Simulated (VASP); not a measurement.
Here is a VASP 6.6.1 calculation.

File INCAR:

```
PREC = Accurate ; ENCUT = 520
EDIFF = 1E-6 ; ISMEAR = -1
SIGMA = 0.05 ; LREAL = Auto
LASPH = True ; NELM = 150
ALGO = Normal ; ISIF = 2
LWAVE = False ; LCHARG = False
ISPIN = 2 ; MAGMOM = 0 0 0 0 0 0 0 0 0 0 0 0 0 0 0 0 1
LORBIT = 11 ; GGA = PS
NBANDS = 53
```

File KPOINTS:

```
Automatic mesh
0
Gamma
  2 2 2
```

File POSCAR:

```
Si16O
1.0
    0.0000000000      5.4300000000      5.4300000000
    5.4300000000      0.0000000000      5.4300000000
    5.4300000000      5.4300000000      0.0000000000
Si O
16 1
Direct
    0.1089594843     -0.0672651934      0.0223112339
    0.1462891344      0.1123296501      0.2000828729
   -0.0308195212      0.0468232044      0.5440423573
    0.0012246777      0.1788858195      0.7434714549
    0.0513535912      0.4830294659      0.0568784530
    0.2492449355      0.5685267035      0.1434622468
   -0.0485267035      0.5621731123      0.5358931860
    0.1245211786      0.6505248619      0.6525138122
    0.5263627993     -0.0404511971      0.0740791897
    0.6412154696      0.0575874770      0.2424125230
    0.3823112339      0.0654051565      0.5923848987
    0.5920073665      0.0907550645      0.7090607735
    0.6256537753      0.4495027624      0.0139410681
    0.6802025783      0.5937937385      0.1814917127
    0.5104604052      0.5127624309      0.5395764273
    0.5430662983      0.7285911602      0.6493462247
    0.8678084715      0.8631675875      0.2795027624
```

Potentials or basis: VASP PAW PBE potentials, release 64 (Si, O).

The run is started by

```console
$ cat potpaw_PBE.64/Si/POTCAR potpaw_PBE.64/O/POTCAR > POTCAR
$ mpirun -np 1 vasp_std > vasp.out
```

What does it give for the pressure?

-1.4 GPa.

Estimate the band gap on the k mesh.

zero (filled and empty bands overlap).

Stress tensor (GPa, compression positive):
```
-1.63 -0.40  0.55
-0.40 -1.10 -0.25
 0.55 -0.25 -1.58
```

Caveat: the k points lie up to 0.50 Å⁻¹ apart; the atoms stand as in a frame of molecular dynamics; the PAW data sets were made with another functional, which shifts forces and pressure a little.
